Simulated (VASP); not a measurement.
# Be4InCu (F-43m) in VASP: notebook

Be4InCu is run at these levels: PBE; tasks: single point.

Program: VASP 6.6.1. These are calculated values, not measurements. Logs are shortened: lines on timing, memory, paths and dates and some standing lists are left out, and cuts for length are marked.

## (1) The cell of the first run

The structure is cubic, space group F-43m (No. 216). Conventional cell: a = 6.540 Å, b = 6.540 Å, c = 6.540 Å, α = 90.00°, β = 90.00°, γ = 90.00°. Be (site symmetry 3m) has 6 Be at 2.29 to 2.34 Å and 3 Cu at 2.71 Å and 3 In at 2.71 Å within 3.0 Å. In (site symmetry -43m) has 12 Be at 2.71 Å and 4 Cu at 2.83 Å within 3.6 Å. Within 3.6 Å of Cu (site symmetry -43m) lie 12 Be at 2.71 Å and 4 In at 2.83 Å.

## (2) Single point, PBE

INCAR

```
ALGO = Normal ; EDIFF = 1E-6
ENCUT = 520 ; GGA = PE
ISIF = 2 ; ISMEAR = 1
LASPH = T ; LCHARG = F
LREAL = F ; LWAVE = F
NBANDS = 25 ; NELM = 80
PREC = Accurate ; SIGMA = 0.15
```

KPOINTS

```
k-points
0
Gamma
  6 6 6
```

POSCAR

```
Be4InCu
1.0
    0.0000000000      3.2699251608      3.2699251608
    3.2699251608      0.0000000000      3.2699251608
    3.2699251608      3.2699251608      0.0000000000
Be In Cu
4 1 1
Direct
    0.3763000000      0.3763000000      0.3763000000
    0.8711000000      0.3763000000      0.3763000000
    0.3763000000      0.3763000000      0.8711000000
    0.3763000000      0.8711000000      0.3763000000
    0.0000000000      0.0000000000      0.0000000000
    0.7500000000      0.7500000000      0.7500000000
```

Potentials or basis: VASP PAW PBE potentials, release 64 (Be, In_d, Cu).

Started as:

```
$ cat potpaw_PBE.64/Be/POTCAR potpaw_PBE.64/In_d/POTCAR potpaw_PBE.64/Cu/POTCAR > POTCAR
$ mpirun -np 1 vasp_std > vasp.out
```

OUTCAR:

```text
EDIFF = 1E-6
   ENCUT = 520
   GGA = PE
   ISIF = 2
   ISMEAR = 1
   LASPH = T
   LREAL = F
   NELM = 80
   PREC = Accurate

 ion  position               nearest neighbor table
   1  0.376  0.376  0.376-   2 2.29   3 2.29   4 2.29   3 2.34   4 2.34   2 2.34   5 2.71   5 2.71
                             5 2.71
   2  0.871  0.376  0.376-   1 2.29   3 2.29   4 2.29   1 2.34   3 2.34   4 2.34   5 2.71   5 2.71
                             5 2.71
   3  0.376  0.376  0.871-   1 2.29   2 2.29   4 2.29   1 2.34   4 2.34   2 2.34   5 2.71   5 2.71
                             5 2.71
   4  0.376  0.871  0.376-   1 2.29   2 2.29   3 2.29   3 2.34   1 2.34   2 2.34   5 2.71   5 2.71
                             5 2.71
   5  0.000  0.000  0.000-   2 2.71   3 2.71   4 2.71   1 2.71   2 2.71   4 2.71   1 2.71   2 2.71
                             3 2.71   1 2.71   3 2.71   4 2.71   6 2.83   6 2.83   6 2.83   6 2.83
   6  0.750  0.750  0.750-   5 2.83   5 2.83   5 2.83   5 2.83

  LATTYP: Found a face centered cubic cell.
 ALAT       =     6.5398503216

  Lattice vectors:

 A1 = (   0.0000000000,   3.2699251608,   3.2699251608)
 A2 = (   3.2699251608,   0.0000000000,   3.2699251608)
 A3 = (   3.2699251608,   3.2699251608,   0.0000000000)

Analysis of symmetry for initial positions (statically):
=====================================================================
 Subroutine PRICEL returns:
 Original cell was already a primitive cell.

 Routine SETGRP: Setting up the symmetry group for a
 face centered cubic supercell.

 Subroutine GETGRP returns: Found 24 space group operations
 (whereof 24 operations were pure point group operations)
 out of a pool of 48 trial point group operations.

The static configuration has the point symmetry T_d .

Analysis of symmetry for dynamics (positions and initial velocities):
=====================================================================
 Subroutine PRICEL returns:
 Original cell was already a primitive cell.

 Routine SETGRP: Setting up the symmetry group for a
 face centered cubic supercell.

 Subroutine GETGRP returns: Found 24 space group operations
 (whereof 24 operations were pure point group operations)
 out of a pool of 48 trial point group operations.

The dynamic configuration has the point symmetry T_d .

 Subroutine INISYM returns: Found 24 space group operations
 (whereof 24 operations are pure point group operations),
 and found     1 'primitive' translations

----------------------------------------------------------------------------------------

                                     Primitive cell

  volume of cell :      69.9268

  direct lattice vectors                    reciprocal lattice vectors
     0.000000000  3.269925161  3.269925161    -0.152908698  0.152908698  0.152908698
     3.269925161  0.000000000  3.269925161     0.152908698 -0.152908698  0.152908698
     3.269925161  3.269925161  0.000000000     0.152908698  0.152908698 -0.152908698

  length of vectors
     4.624372510  4.624372510  4.624372510     0.264845634  0.264845634  0.264845634

  position of ions in fractional coordinates (direct lattice)
     0.376300000  0.376300000  0.376300000
     0.871100000  0.376300000  0.376300000
     0.376300000  0.376300000  0.871100000
     0.376300000  0.871100000  0.376300000
     0.000000000  0.000000000  0.000000000
     0.750000000  0.750000000  0.750000000

  ion indices of the primitive-cell ions
   primitive index   ion index
                 1           1
                 2           2
                 3           3
                 4           4
                 5           5
                 6           6

----------------------------------------------------------------------------------------

 KPOINTS: k-points

Automatic generation of k-mesh.
 Grid dimensions read from file:
 generate k-points for:    6    6    6

 Generating k-lattice:

  Cartesian coordinates                     Fractional coordinates (reciprocal lattice)
    -0.025484783  0.025484783  0.025484783     0.166666667  0.000000000  0.000000000
     0.025484783 -0.025484783  0.025484783     0.000000000  0.166666667  0.000000000
     0.025484783  0.025484783 -0.025484783     0.000000000  0.000000000  0.166666667

  Length of vectors
     0.044140939  0.044140939  0.044140939

  Shift w.r.t. Gamma in fractional coordinates (k-lattice)
     0.000000000  0.000000000  0.000000000

 Subroutine IBZKPT returns following result:
 ===========================================

 Found     16 irreducible k-points:

 Following reciprocal coordinates:
            Coordinates               Weight
  0.000000  0.000000  0.000000      1.000000
  0.166667  0.000000  0.000000      8.000000
  0.333333  0.000000  0.000000      8.000000
  0.500000  0.000000  0.000000      4.000000
  0.166667  0.166667  0.000000      6.000000
  0.333333  0.166667  0.000000     24.000000
[... 8 lines left out ...]
 -0.333333  0.333333  0.166667     24.000000
 -0.333333  0.500000  0.166667     12.000000
   k-points           NKPTS =     16   k-points in BZ     NKDIM =     16   number of bands    NBANDS=     25
   number of dos      NEDOS =    301   number of ions     NIONS =      6
   total plane-waves  NPLWV =  46656
   dimension x,y,z NGX =    36 NGY =   36 NGZ =   36
   dimension x,y,z NGXF=    72 NGYF=   72 NGZF=   72
   ions per type =               4   1   1
   NGX,Y,Z   is equivalent  to a cutoff of  12.94, 12.94, 12.94 a.u.
   NGXF,Y,Z  is equivalent  to a cutoff of  25.88, 25.88, 25.88 a.u.
 SYSTEM =  unknown system
   PREC   = accura    normal or accurate (medium, high low for compatibility)
   ISTART =      0    job   : 0-new  1-cont  2-samecut
   ICHARG =      2    charge: 1-file 2-atom 10-const
   ISPIN  =      1    spin polarized calculation?
   LNONCOLLINEAR =      F non collinear calculations
   LSORBIT =      F    spin-orbit coupling
   LASPH  =      T    aspherical Exc in radial PAW
   ENCUT  =  520.0 eV  38.22 Ry    6.18 a.u.   8.60  8.60  8.60*2*pi/ulx,y,z
   NELM   =     80;   NELMIN=  2; NELMDL= -5     # of ELM steps
   EDIFF  = 0.1E-05   stopping-criterion for ELM
   LREAL  =      F    real-space projection
[... 7 lines left out ...]
   TEBEG  =    0.0;   TEEND  =   0.0 temperature during run
   PSTRESS=    0.0 pullay stress
   NELECT =      32.0000    total number of electrons
   NUPDOWN=      -1.0000    fix difference up-down
   EMIN   =  10.00;   EMAX   =-10.00  energy-range for DOS
   EFERMI =   0.00;   METHOD = LEGACY
   ISMEAR =     1;   SIGMA  =   0.15  broadening in eV -4-tet -1-fermi 0-gaus
   EFERMI_NEDOS =   21; number of points for ismear=-14 and -15
   IALGO  =     38    algorithm
   IMIX   =      4    mixing-type and parameters
     AMIX     =   0.40;   BMIX     =  1.00
     AMIX_MAG =   1.60;   BMIX_MAG =  1.00
  volume/ion in A,a.u.               =      11.65        78.65
  Fermi-wavevector in a.u.,A,eV,Ry     =   1.261567  2.384016 21.654373  1.591551
  Thomas-Fermi vector in A             =   2.395020
   LORBIT       =      0    0 simple, 1 ext, 2 COOP (PROOUT), +10 PAW based schemes
   GGA     = PE    functional components
   LHFCALC =     F    Hartree Fock is set to
   AEXX    =    0.0000 exact exchange contribution
   IVDW    =     0    specifies the selected vdW correction
   LEPSILON=     F    determine dielectric tensor
   LRPA    =     F    only Hartree local field effects (RPA)
 non-spin polarized calculation
 Methfessel and Paxton  Order N= 1 SIGMA  =   0.15
  energy-cutoff  :      520.00
  volume of cell :       69.93
 maximum number of plane-waves:      1895
 NGX is ok and might be reduce to    36
   NGX = 17   NGY = 17   NGZ = 17

 number of electron      31.9999993 magnetization

 Free energy of the ion-electron system (eV)
  ---------------------------------------------------
  ext. energy  EPLUGINS =         0.00000000
  ---------------------------------------------------
  free energy    TOTEN  =       -20.24654366 eV

  energy without entropy =      -20.24574995  energy(sigma->0) =      -20.24627909

 E-fermi :   7.9250     XC(G=0): -10.9468

 val. band max:        7.6778816378   @ k =  -0.3333   0.1667   0.0000
 cond. band min:       7.9385606867   @ k =  -0.3333   0.3333   0.0000
 fundamental gap:      0.2606790489
 Fermi energy:         7.9250414954

 k-point     1 :       0.0000    0.0000    0.0000
  band No.  band energies     occupation
      1      -7.3729      2.00000
      2      -7.3729      2.00000
      3      -7.3729      2.00000
      4      -7.3676      2.00000
      5      -7.3676      2.00000
      6      -3.1581      2.00000
[... 17 lines left out ...]
     24      11.3525      0.00000
     25      11.9849      0.00000

 k-point     2 :       0.1667    0.0000    0.0000
  band No.  band energies     occupation
      1      -7.3726      2.00000
      2      -7.3717      2.00000
      3      -7.3717      2.00000
      4      -7.3621      2.00000
      5      -7.3621      2.00000
      6      -2.8945      2.00000
[... 17 lines left out ...]
     24      12.7660      0.00000
     25      14.0510      0.00000

 k-point     3 :       0.3333    0.0000    0.0000
  band No.  band energies     occupation
      1      -7.3748      2.00000
      2      -7.3748      2.00000
      3      -7.3729      2.00000
      4      -7.3454      2.00000
      5      -7.3454      2.00000
      6      -2.1119      2.00000
[... 328 lines left out ...]
 k-point    15 :      -0.3333    0.3333    0.1667
  band No.  band energies     occupation
      1      -7.3784      2.00000
      2      -7.3686      2.00000
      3      -7.3570      2.00000
      4      -7.3525      2.00000
      5      -7.3326      2.00000
      6      -0.4727      2.00000
[... 17 lines left out ...]
     24      15.7295      0.00000
     25      16.3471      0.00000

 k-point    16 :      -0.3333    0.5000    0.1667
  band No.  band energies     occupation
      1      -7.3829      2.00000
      2      -7.3806      2.00000
      3      -7.3494      2.00000
      4      -7.3455      2.00000
      5      -7.3269      2.00000
      6      -0.0646      2.00000
[... 17 lines left out ...]
     24      15.4575      0.00000
     25      16.1114      0.00000

------------------------ aborting loop because EDIFF is reached ----------------------------------------

  FORCE on cell =-STRESS in cart. coord.  units (eV):
  Direction    XX          YY          ZZ          XY          YZ          ZX
  --------------------------------------------------------------------------------------
  -------------------------------------------------------------------------------------
  Total       -2.7761126     -2.7761126     -2.7761126      0.0000000      0.0000000      0.0000000
  in kB      -63.6068999    -63.6068999    -63.6068999      0.0000000      0.0000000      0.0000000
  external PRESSURE =     -63.6068999 kB  Pullay stress =       0.0000000 kB

 VOLUME and BASIS-vectors are now :
 -----------------------------------------------------------------------------
  energy-cutoff  :      520.00
  volume of cell :       69.93
      direct lattice vectors                 reciprocal lattice vectors
     0.000000000  3.269925161  3.269925161    -0.152908698  0.152908698  0.152908698
     3.269925161  0.000000000  3.269925161     0.152908698 -0.152908698  0.152908698
     3.269925161  3.269925161  0.000000000     0.152908698  0.152908698 -0.152908698

 POSITION                                       TOTAL-FORCE (eV/Angst)
 -----------------------------------------------------------------------------------
      2.46095      2.46095      2.46095         0.025428      0.025428      0.025428
      2.46095      4.07890      4.07890         0.025428     -0.025428     -0.025428
      4.07890      4.07890      2.46095        -0.025428     -0.025428      0.025428
      4.07890      2.46095      4.07890        -0.025428      0.025428     -0.025428
      0.00000      0.00000      0.00000         0.000000      0.000000      0.000000
      4.90489      4.90489      4.90489         0.000000      0.000000      0.000000
 -----------------------------------------------------------------------------------
    total drift:                                0.000000      0.000000      0.000000

  FREE ENERGIE OF THE ION-ELECTRON SYSTEM (eV)
  ---------------------------------------------------
  free  energy   TOTEN  =       -20.2465436631 eV

  energy  without entropy=      -20.2457499514  energy(sigma->0) =      -20.24627909
```

Run time: 60 s. Hardware: 1 thread of Intel Xeon Platinum 8259CL at 2.50GHz (Skylake/Cascade Lake), shared host; peak memory 0.21 GiB.

What came out:

| Quantity | Value |
| --- | --- |
| Free energy | -20.2465 eV |
| Pressure | -6.4 GPa |
| Largest force | 0.044 eV/Å |
| Band gap on the k mesh | zero (bands 16 and 17 overlap by 0.87 eV) |

Forces in eV/Å, atoms in the order of the input:
```
Be   0.025  0.025  0.025
Be   0.025 -0.025 -0.025
Be  -0.025 -0.025  0.025
Be  -0.025  0.025 -0.025
In   0.000  0.000  0.000
Cu   0.000  0.000  0.000
```

Caveat: the cell stands under tension; spin-orbit coupling is left out, which moves the levels of the heavy elements.

## (3) Single point, PBE

This run uses another cell than the first one, of 11.93 Å³/atom.

INCAR

```
PREC = Accurate
ENCUT = 520
EDIFF = 1E-6
ISMEAR = 1
SIGMA = 0.15
LREAL = False
LASPH = True
NELM = 60
ALGO = Normal
ISIF = 2
LWAVE = False
LCHARG = True
GGA = PE
LELF = True
LVHAR = True
NBANDS = 25
```

KPOINTS

```
regular mesh
0
Gamma
  6 6 6
```

Edit POSCAR of step 2 so:

```diff
@@ -2,5 +2,5 @@
 1.0
-    0.0000000000      3.2699251608      3.2699251608
-    3.2699251608      0.0000000000      3.2699251608
-    3.2699251608      3.2699251608      0.0000000000
+    0.0000000000      3.2950794197      3.2950794197
+    3.2950794197      0.0000000000      3.2950794197
+    3.2950794197      3.2950794197      0.0000000000
 Be In Cu
```

Potentials or basis: VASP PAW PBE potentials, release 64 (Be, In_d, Cu).

Started as:

```
$ cat potpaw_PBE.64/Be/POTCAR potpaw_PBE.64/In_d/POTCAR potpaw_PBE.64/Cu/POTCAR > POTCAR
$ mpirun -np 1 vasp_std > vasp.out
```

OUTCAR:

```text
PREC = Accurate
   ENCUT = 520
   EDIFF = 1E-6
   ISMEAR = 1
   LREAL = False
   LASPH = True
   NELM = 60
   ISIF = 2
   GGA = PE

 ion  position               nearest neighbor table
   1  0.376  0.376  0.376-   2 2.31   3 2.31   4 2.31   3 2.35   4 2.35   2 2.35   5 2.73   5 2.73
                             5 2.73
   2  0.871  0.376  0.376-   1 2.31   3 2.31   4 2.31   1 2.35   3 2.35   4 2.35   5 2.73   5 2.73
                             5 2.73
   3  0.376  0.376  0.871-   1 2.31   2 2.31   4 2.31   1 2.35   4 2.35   2 2.35   5 2.73   5 2.73
                             5 2.73
   4  0.376  0.871  0.376-   1 2.31   2 2.31   3 2.31   3 2.35   1 2.35   2 2.35   5 2.73   5 2.73
                             5 2.73
[... 648 lines left out ...]
  Total       -3.7103152     -3.7103152     -3.7103152      0.0000000     -0.0000000      0.0000000
  in kB      -83.0794736    -83.0794736    -83.0794736      0.0000000     -0.0000000      0.0000000
  external PRESSURE =     -83.0794736 kB  Pullay stress =       0.0000000 kB

 VOLUME and BASIS-vectors are now :
 -----------------------------------------------------------------------------
  energy-cutoff  :      520.00
  volume of cell :       71.55
      direct lattice vectors                 reciprocal lattice vectors
     0.000000000  3.295079420  3.295079420    -0.151741411  0.151741411  0.151741411
     3.295079420  0.000000000  3.295079420     0.151741411 -0.151741411  0.151741411
     3.295079420  3.295079420  0.000000000     0.151741411  0.151741411 -0.151741411

 POSITION                                       TOTAL-FORCE (eV/Angst)
 -----------------------------------------------------------------------------------
      2.47988      2.47988      2.47988         0.027911      0.027911      0.027911
      2.47988      4.11028      4.11028         0.027911     -0.027911     -0.027911
      4.11028      4.11028      2.47988        -0.027911     -0.027911      0.027911
      4.11028      2.47988      4.11028        -0.027911      0.027911     -0.027911
      0.00000      0.00000      0.00000         0.000000      0.000000      0.000000
      4.94262      4.94262      4.94262         0.000000      0.000000      0.000000
 -----------------------------------------------------------------------------------
    total drift:                                0.000000      0.000000     -0.000000

  FREE ENERGIE OF THE ION-ELECTRON SYSTEM (eV)
  ---------------------------------------------------
  free  energy   TOTEN  =       -20.1724026713 eV

  energy  without entropy=      -20.1718715303  energy(sigma->0) =      -20.17222562
```

OSZICAR:

```text
N       E                     dE             d eps       ncg     rms          rms(c)
DAV:   1     0.214019102286E+03    0.21402E+03   -0.13573E+04   816   0.156E+03
DAV:   2    -0.664262738680E+01   -0.22066E+03   -0.20905E+03   816   0.344E+02
DAV:   3    -0.240344767989E+02   -0.17392E+02   -0.16474E+02   989   0.115E+02
[... 13 lines left out ...]
DAV:  17    -0.201725318671E+02    0.50754E-03   -0.50407E-04  1277   0.589E-01    0.378E-01
DAV:  18    -0.201724320506E+02    0.99816E-04   -0.16882E-04  1333   0.270E-01    0.190E-01
DAV:  19    -0.201724041342E+02    0.27916E-04   -0.33231E-05  1293   0.172E-01    0.686E-02
DAV:  20    -0.201724024806E+02    0.16536E-05   -0.11401E-05  1131   0.557E-02    0.238E-02
DAV:  21    -0.201724026713E+02   -0.19066E-06   -0.14318E-06   555   0.143E-02
   1 F= -.20172403E+02 E0= -.20172226E+02  d E =-.531141E-03
```

stdout:

```text
POSCAR found type information on POSCAR BeInCu
 POSCAR found :  3 types and       6 ions
 scaLAPACK will be used
 LDA part: xc-table for (Slater+PW92), standard interpolation
 POSCAR, INCAR and KPOINTS ok, starting setup
 FFT: planning ... GRIDC
 FFT: planning ... GRID_SOFT
 FFT: planning ... GRID
 WAVECAR not read
 entering main loop
```

It took 74 s on 1 thread of Intel Xeon Platinum 8259CL at 2.50GHz (Skylake/Cascade Lake), shared host; peak memory 0.21 GiB.

Results:

```
Free energy            : -20.1724 eV
Pressure               : -8.3 GPa
Largest force          : 0.048 eV/Å
Band gap on the k mesh : zero (bands 16 and 17 overlap by 0.82 eV)
```

Forces in eV/Å, atoms in the order of the input:
```
Be   0.028  0.028  0.028
Be   0.028 -0.028 -0.028
Be  -0.028 -0.028  0.028
Be  -0.028  0.028 -0.028
In   0.000  0.000  0.000
Cu   0.000  0.000  0.000
```

Caveat: the cell stands under tension; spin-orbit coupling is left out, which moves the levels of the heavy elements.
